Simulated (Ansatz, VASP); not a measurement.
# One calculation of SiC, two programs

The input POSCAR:

```
SiC
1.0
    0.0697494642      2.1606797212      2.1606797212
    2.1606797212      0.0697494642      2.1606797212
    2.1606797212      2.1606797212      0.0697494642
Si C
1 1
Direct
    0.0017486235      0.0017486235      0.0017486235
    0.2482513765      0.2482513765      0.2482513765
```

INCAR.step1

```
ALGO     = Normal         # electronic algorithm
EDIFF    = 1E-4           # SCF threshold, eV
ENCUT    = 520            # plane-wave cutoff, eV
GGA      = PE             # functional
ISMEAR   = 0              # smearing method
LASPH    = True           # aspherical terms in the spheres
LCHARG   = False          # write CHGCAR
LREAL    = False          # projectors in reciprocal space
LWAVE    = True           # write WAVECAR
NBANDS   = 11             # bands
NELM     = 100            # most SCF steps
PREC     = Accurate       # precision mode
SIGMA    = 0.01           # smearing width, eV
```

INCAR.step2

```
ALGO     = Normal         # electronic algorithm
EDIFF    = 1E-6           # SCF threshold, eV
ENCUT    = 520            # plane-wave cutoff, eV
ISIF     = 2              # what is computed and relaxed
ISMEAR   = 0              # smearing method
ISTART   = 1            
LASPH    = True           # aspherical terms in the spheres
LCHARG   = False          # write CHGCAR
LMIXTAU  = True         
LREAL    = False          # projectors in reciprocal space
LWAVE    = False          # write WAVECAR
METAGGA  = R2SCAN         # meta-GGA
NBANDS   = 11             # bands
NELM     = 100            # most SCF steps
PREC     = Accurate       # precision mode
SIGMA    = 0.01           # smearing width, eV
```

Contents of KPOINTS:

```
k-points
0
Gamma
  10 10 10
```

Input for Ansatz:

```yaml
crystal:
  lattice:
    - [0.0697494642, 2.1606797212, 2.1606797212]
    - [2.1606797212, 0.0697494642, 2.1606797212]
    - [2.1606797212, 2.1606797212, 0.0697494642]
  atoms:
    - { symbol: Si, position: [0.0017486235, 0.0017486235, 0.0017486235] }
    - { symbol: C, position: [0.2482513765, 0.2482513765, 0.2482513765] }
kpoints:
  mp_grid: { grid: [10, 10, 10] }
  band_path:
    path:
      - [0.0, 0.0, 0.0]
      - [-0.5, -0.5, 0.0]
      - [-0.375, -0.375, 0.25]
      - [-0.375, 0.0, 0.375]
      - [0.0, 0.0, 0.5]
      - [-0.5, -0.25, 0.25]
      - [0.0, 0.5, 0.5]
    npoints: 1
hamiltonian:
  xc: r2scan
scf:
  occupations: { method: fixed }
  n_extra_bands: 4
output:
  forces: true
  stress: true
  eigenvalues: true
```

Change from the starting cell: epitaxial_111 strain -4.0%.

Alike in both runs: task single point; functional r2SCAN; k mesh 10 × 10 × 10; no spin polarisation.

|  | VASP | Ansatz |
| --- | --- | --- |
| version | VASP 6.6.1 | Ansatz 0.2.0 |
| potentials or method | VASP PAW PBE potentials, release 64 (Si, C) | plane waves, PAW |
| plane-wave cutoff (eV) | 520 | 500 |
| occupations | gaussian, width 0.01 eV | fixed |
| valence electrons in the cell | 8 | 8 |

VASP gave:

| Quantity | Value |
| --- | --- |
| gap on the k mesh at the Fermi level (eV) | 1.40 |
| pressure (GPa) | 19.3 |
| traceless stress, the component that is largest in VASP (GPa) | -9.83 |

Task: Which values does Ansatz return?

Result: gap on the k mesh at the Fermi level (eV): 1.39; pressure (GPa): 19.6; traceless stress, the component that is largest in VASP (GPa): -9.77.

VASP's potentials were made for PBE, not for r2SCAN.
